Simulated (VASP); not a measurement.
# MgB2 (P6/mmm) in VASP: notebook

MgB2 is run at these levels: PBE; tasks: single point.

All numbers are computed with VASP 6.6.1; they aren't measurements. Logs are shortened: lines on timing, memory, paths and dates and some standing lists are left out, and cuts for length are marked.

### 1 The cell of the first run

Symmetry: P6/mmm, No. 191, hexagonal system. The conventional cell has a = 2.973 Å, b = 2.973 Å, c = 3.318 Å, α = 90.00°, β = 90.00°, γ = 120.00°. Within 3.2 Å of Mg (site symmetry 6/mmm) lie 12 B at 2.39 Å and 6 Mg at 2.97 Å. Within 2.3 Å of B (site symmetry -6m2) lie 3 B at 1.72 Å.

### 2 Single point, PBE (volume scaled by 0.88, then relaxed in part)

File INCAR:

```
SYSTEM = MgB2
ALGO = Normal
EDIFF = 1E-6
ENCUT = 520
GGA = PE
ISIF = 2
ISMEAR = 0
LASPH = .TRUE.
LCHARG = .FALSE.
LREAL = .FALSE.
LWAVE = .FALSE.
NBANDS = 11
NELM = 100
PREC = Accurate
SIGMA = 0.1
```

File KPOINTS:

```
k-points
0
G
  18 18 12
  0 0 0
```

File POSCAR:

```
MgB2
1.0
    2.9728606555      0.0000000000      0.0000000000
   -1.4864303277      2.5745728496      0.0000000000
    0.0000000000      0.0000000000      3.3183001556
Mg B
1 2
Direct
    0.0000000000      0.0000000000      0.0000000000
    0.3333333333      0.6666666667      0.5000000000
    0.6666666667      0.3333333333      0.5000000000
```

Potentials or basis: VASP PAW PBE potentials, release 64 (Mg, B).

The run is started by

```console
$ cat potpaw_PBE.64/Mg/POTCAR potpaw_PBE.64/B/POTCAR > POTCAR
$ mpirun -np 1 vasp_std > vasp.out
```

OUTCAR:

```text
SYSTEM = MgB2
   EDIFF = 1E-6
   ENCUT = 520
   GGA = PE
   ISIF = 2
   ISMEAR = 0
   LASPH = .TRUE.
   LREAL = .FALSE.
   NELM = 100
   PREC = Accurate

 ion  position               nearest neighbor table
   1  0.000  0.000  0.000-   2 2.39   3 2.39   2 2.39   3 2.39   2 2.39   2 2.39   3 2.39   3 2.39
                             3 2.39   3 2.39   2 2.39   2 2.39
   2  0.333  0.667  0.500-   3 1.72   3 1.72   3 1.72   1 2.39   1 2.39   1 2.39   1 2.39   1 2.39
                             1 2.39
   3  0.667  0.333  0.500-   2 1.72   2 1.72   2 1.72   1 2.39   1 2.39   1 2.39   1 2.39   1 2.39
                             1 2.39

  LATTYP: Found a hexagonal cell.
 ALAT       =     2.9728606555
 C/A-ratio  =     1.1161976763

  Lattice vectors:

 A1 = (   2.9728606555,   0.0000000000,   0.0000000000)
 A2 = (  -1.4864303277,   2.5745728496,   0.0000000000)
 A3 = (   0.0000000000,   0.0000000000,   3.3183001556)

Analysis of symmetry for initial positions (statically):
=====================================================================
 Subroutine PRICEL returns:
 Original cell was already a primitive cell.

 Routine SETGRP: Setting up the symmetry group for a
 hexagonal supercell.

 Subroutine GETGRP returns: Found 24 space group operations
 (whereof 24 operations were pure point group operations)
 out of a pool of 24 trial point group operations.

The static configuration has the point symmetry D_6h.

Analysis of symmetry for dynamics (positions and initial velocities):
=====================================================================
 Subroutine PRICEL returns:
 Original cell was already a primitive cell.

 Routine SETGRP: Setting up the symmetry group for a
 hexagonal supercell.

 Subroutine GETGRP returns: Found 24 space group operations
 (whereof 24 operations were pure point group operations)
 out of a pool of 24 trial point group operations.

The dynamic configuration has the point symmetry D_6h.

 Subroutine INISYM returns: Found 24 space group operations
 (whereof 24 operations are pure point group operations),
 and found     1 'primitive' translations

----------------------------------------------------------------------------------------

                                     Primitive cell

  volume of cell :      25.3978

  direct lattice vectors                    reciprocal lattice vectors
     2.972860655  0.000000000  0.000000000     0.336376344  0.194206973  0.000000000
    -1.486430328  2.574572850  0.000000000     0.000000000  0.388413946  0.000000000
     0.000000000  0.000000000  3.318300156     0.000000000  0.000000000  0.301359116

  length of vectors
     2.972860655  2.972860655  3.318300156     0.388413946  0.388413946  0.301359116

  position of ions in fractional coordinates (direct lattice)
     0.000000000  0.000000000  0.000000000
     0.333333333  0.666666667  0.500000000
     0.666666667  0.333333333  0.500000000

  ion indices of the primitive-cell ions
   primitive index   ion index
                 1           1
                 2           2
                 3           3

----------------------------------------------------------------------------------------

 KPOINTS: k-points

Automatic generation of k-mesh.
 Grid dimensions read from file:
 generate k-points for:   18   18   12

 Generating k-lattice:

  Cartesian coordinates                     Fractional coordinates (reciprocal lattice)
     0.018687575  0.010789276  0.000000000     0.055555556  0.000000000  0.000000000
     0.000000000  0.021578553  0.000000000     0.000000000  0.055555556  0.000000000
     0.000000000  0.000000000  0.025113260     0.000000000  0.000000000  0.083333333

  Length of vectors
     0.021578553  0.021578553  0.025113260

  Shift w.r.t. Gamma in fractional coordinates (k-lattice)
     0.000000000  0.000000000  0.000000000

 Subroutine IBZKPT returns following result:
 ===========================================

 Found    259 irreducible k-points:

 Following reciprocal coordinates:
            Coordinates               Weight
  0.000000  0.000000  0.000000      1.000000
  0.055556 -0.000000  0.000000      6.000000
  0.111111 -0.000000  0.000000      6.000000
  0.166667  0.000000  0.000000      6.000000
  0.222222  0.000000  0.000000      6.000000
  0.277778  0.000000  0.000000      6.000000
[... 16 lines left out ...]
  0.333333  0.111111  0.000000     12.000000
  0.388889  0.111111  0.000000     12.000000
 [... further k-points ...]
   k-points           NKPTS =    259   k-points in BZ     NKDIM =    259   number of bands    NBANDS=     11
   number of dos      NEDOS =    301   number of ions     NIONS =      3
   total plane-waves  NPLWV =  16128
   dimension x,y,z NGX =    24 NGY =   24 NGZ =   28
   dimension x,y,z NGXF=    48 NGYF=   48 NGZF=   56
   ions per type =               1   2
   NGX,Y,Z   is equivalent  to a cutoff of  13.42, 13.42, 14.03 a.u.
   NGXF,Y,Z  is equivalent  to a cutoff of  26.84, 26.84, 28.06 a.u.
 SYSTEM =  MgB2
   PREC   = accura    normal or accurate (medium, high low for compatibility)
   ISTART =      0    job   : 0-new  1-cont  2-samecut
   ICHARG =      2    charge: 1-file 2-atom 10-const
   ISPIN  =      1    spin polarized calculation?
   LNONCOLLINEAR =      F non collinear calculations
   LSORBIT =      F    spin-orbit coupling
   LASPH  =      T    aspherical Exc in radial PAW
   ENCUT  =  520.0 eV  38.22 Ry    6.18 a.u.   5.53  5.53  6.17*2*pi/ulx,y,z
   NELM   =    100;   NELMIN=  2; NELMDL= -5     # of ELM steps
   EDIFF  = 0.1E-05   stopping-criterion for ELM
   LREAL  =      F    real-space projection
   EDIFFG = 0.1E-04   stopping-criterion for IOM
   NSW    =      0    number of steps for IOM
   IBRION =     -1    ionic relax: 0-MD 1-quasi-New 2-CG
   NFREE  =      0    steps in history (QN), initial steepest desc. (CG)
   ISIF   =      2    stress and relaxation
   ISYM   =      2    0-nonsym 1-usesym 2-fastsym
   POTIM  = 0.5000    time-step for ionic-motion
   TEBEG  =    0.0;   TEEND  =   0.0 temperature during run
   PSTRESS=    0.0 pullay stress
   NELECT =       8.0000    total number of electrons
   NUPDOWN=      -1.0000    fix difference up-down
   EMIN   =  10.00;   EMAX   =-10.00  energy-range for DOS
   EFERMI =   0.00;   METHOD = LEGACY
   ISMEAR =     0;   SIGMA  =   0.10  broadening in eV -4-tet -1-fermi 0-gaus
   EFERMI_NEDOS =   21; number of points for ismear=-14 and -15
   IALGO  =     38    algorithm
   IMIX   =      4    mixing-type and parameters
     AMIX     =   0.40;   BMIX     =  1.00
     AMIX_MAG =   1.60;   BMIX_MAG =  1.00
  volume/ion in A,a.u.               =       8.47        57.13
  Fermi-wavevector in a.u.,A,eV,Ry     =   1.113883  2.104934 16.881238  1.240736
  Thomas-Fermi vector in A             =   2.250473
   LORBIT       =      0    0 simple, 1 ext, 2 COOP (PROOUT), +10 PAW based schemes
   GGA     = PE    functional components
   LHFCALC =     F    Hartree Fock is set to
   AEXX    =    0.0000 exact exchange contribution
   IVDW    =     0    specifies the selected vdW correction
   LEPSILON=     F    determine dielectric tensor
   LRPA    =     F    only Hartree local field effects (RPA)
 non-spin polarized calculation
 Gauss-broadening in eV      SIGMA  =   0.10
  energy-cutoff  :      520.00
  volume of cell :       25.40
 maximum number of plane-waves:       709
 NGX is ok and might be reduce to    24
   NGX = 11   NGY = 11   NGZ = 13

 number of electron       8.0000000 magnetization

 Free energy of the ion-electron system (eV)
  ---------------------------------------------------
  ext. energy  EPLUGINS =         0.00000000
  ---------------------------------------------------
  free energy    TOTEN  =       -15.10308909 eV

  energy without entropy =      -15.10007140  energy(sigma->0) =      -15.10158025

 E-fermi :   6.1982     XC(G=0): -11.4563

 val. band max:        6.1960872978   @ k =   0.2778   0.2222   0.4167
 cond. band min:       6.2073874564   @ k =   0.3333   0.2778   0.1667
 fundamental gap:      0.0113001586
 Fermi energy:         6.1982166365

 k-point     1 :       0.0000    0.0000    0.0000
  band No.  band energies     occupation
      1      -6.9831      2.00000
      2       3.3006      2.00000
      3       6.5668      0.00000
      4       6.5668      0.00000
      5       8.6187      0.00000
      6      12.8967      0.00000
      7      12.8967      0.00000
      8      15.4073      0.00000
      9      17.2530      0.00000
     10      20.1809      0.00000
     11      23.7687      0.00000

 k-point     2 :       0.0556   -0.0000    0.0000
  band No.  band energies     occupation
      1      -6.9257      2.00000
      2       3.3554      2.00000
      3       6.2696      0.31263
      4       6.4211      0.00162
      5       8.6555      0.00000
      6      12.9155      0.00000
      7      13.1616      0.00000
      8      15.5056      0.00000
      9      17.0342      0.00000
     10      20.4507      0.00000
     11      23.5663      0.00000

 k-point     3 :       0.1111   -0.0000    0.0000
  band No.  band energies     occupation
      1      -6.7540      2.00000
      2       3.5195      2.00000
      3       5.4832      2.00000
      4       6.0493      1.96477
      5       8.7806      0.00000
      6      12.8694      0.00000
      7      13.8890      0.00000
      8      15.8114      0.00000
      9      16.4148      0.00000
     10      21.2025      0.00000
     11      23.0839      0.00000

 k-point     4 :       0.1667    0.0000    0.0000
  band No.  band energies     occupation
      1      -6.4688      2.00000
      2       3.7910      2.00000
      3       4.4127      2.00000
      4       5.5745      2.00000
      5       8.9982      0.00000
      6      12.6881      0.00000
      7      14.9503      0.00000
      8      15.4905      0.00000
      9      16.2183      0.00000
     10      22.3032      0.00000
     11      22.5807      0.00000

 k-point     5 :       0.2222    0.0000    0.0000
  band No.  band energies     occupation
      1      -6.0718      2.00000
      2       3.2180      2.00000
      3       4.1663      2.00000
      4       5.0914      2.00000
      5       9.2889      0.00000
      6      12.4471      0.00000
      7      14.3805      0.00000
      8      16.2384      0.00000
      9      16.4915      0.00000
     10      22.0785      0.00000
     11      22.2964      0.00000
[... 211 lines left out ...]
 k-point    21 :       0.2222    0.1111    0.0000
  band No.  band energies     occupation
      1      -5.3976      2.00000
      2       2.0455      2.00000
      3       3.7645      2.00000
      4       4.7978      2.00000
      5      10.0146      0.00000
      6      12.9457      0.00000
      7      13.1072      0.00000
      8      15.3868      0.00000
      9      18.2069      0.00000
     10      19.7404      0.00000
     11      21.6315      0.00000

 k-point    22 :       0.2778    0.1111    0.0000
  band No.  band energies     occupation
      1      -4.7870      2.00000
      2       0.8916      2.00000
      3       3.3727      2.00000
      4       5.3509      2.00000
      5      10.4718      0.00000
      6      11.8542      0.00000
      7      12.8511      0.00000
      8      15.7051      0.00000
      9      18.9379      0.00000
     10      19.1234      0.00000
     11      21.3086      0.00000

 k-point    23 :       0.3333    0.1111    0.0000
  band No.  band energies     occupation
      1      -4.0763      2.00000
      2      -0.2320      2.00000
      3       3.0933      2.00000
      4       5.9513      1.99952
      5      10.8377      0.00000
      6      10.8948      0.00000
      7      12.6884      0.00000
      8      15.5665      0.00000
      9      18.6993      0.00000
     10      19.9852      0.00000
     11      21.1322      0.00000

 k-point    24 :       0.3889    0.1111    0.0000
  band No.  band energies     occupation
      1      -3.2801      2.00000
      2      -1.2839      2.00000
      3       2.9253      2.00000
      4       6.5038      0.00002
      5      10.0238      0.00000
      6      11.1933      0.00000
      7      12.6423      0.00000
      8      15.2787      0.00000
      9      18.4515      0.00000
     10      20.7194      0.00000
     11      21.4977      0.00000

 [... further k-points ...]

------------------------ aborting loop because EDIFF is reached ----------------------------------------

  FORCE on cell =-STRESS in cart. coord.  units (eV):
  Direction    XX          YY          ZZ          XY          YZ          ZX
  --------------------------------------------------------------------------------------
  -------------------------------------------------------------------------------------
  Total        3.6591580      3.6591580      3.6190987      0.0000000     -0.0000000      0.0000000
  in kB      230.8321726    230.8321726    228.3050939      0.0000000     -0.0000000      0.0000000
  external PRESSURE =     229.9898130 kB  Pullay stress =       0.0000000 kB

 VOLUME and BASIS-vectors are now :
 -----------------------------------------------------------------------------
  energy-cutoff  :      520.00
  volume of cell :       25.40
      direct lattice vectors                 reciprocal lattice vectors
     2.972860655  0.000000000  0.000000000     0.336376344  0.194206973  0.000000000
    -1.486430328  2.574572850  0.000000000     0.000000000  0.388413946  0.000000000
     0.000000000  0.000000000  3.318300156     0.000000000  0.000000000  0.301359116

 POSITION                                       TOTAL-FORCE (eV/Angst)
 -----------------------------------------------------------------------------------
      0.00000      0.00000      0.00000         0.000000      0.000000      0.000000
     -0.00000      1.71638      1.65915        -0.000000      0.000000     -0.000000
      1.48643      0.85819      1.65915         0.000000      0.000000      0.000000
 -----------------------------------------------------------------------------------
    total drift:                                0.000000     -0.000000      0.000000

  FREE ENERGIE OF THE ION-ELECTRON SYSTEM (eV)
  ---------------------------------------------------
  free  energy   TOTEN  =       -15.1030890920 eV

  energy  without entropy=      -15.1000714043  energy(sigma->0) =      -15.10158025
```

It took 20 s on 1 thread of Intel Xeon 6975P-C (Granite Rapids), shared host; peak memory 0.2 GiB.

Results:

```
Free energy            : -15.1031 eV
Pressure               : 23.0 GPa
Band gap on the k mesh : zero (band 4 reaches 8.29 eV, above the bottom of band 5 at 3.96 eV)
```

[end of part 1 of 2]
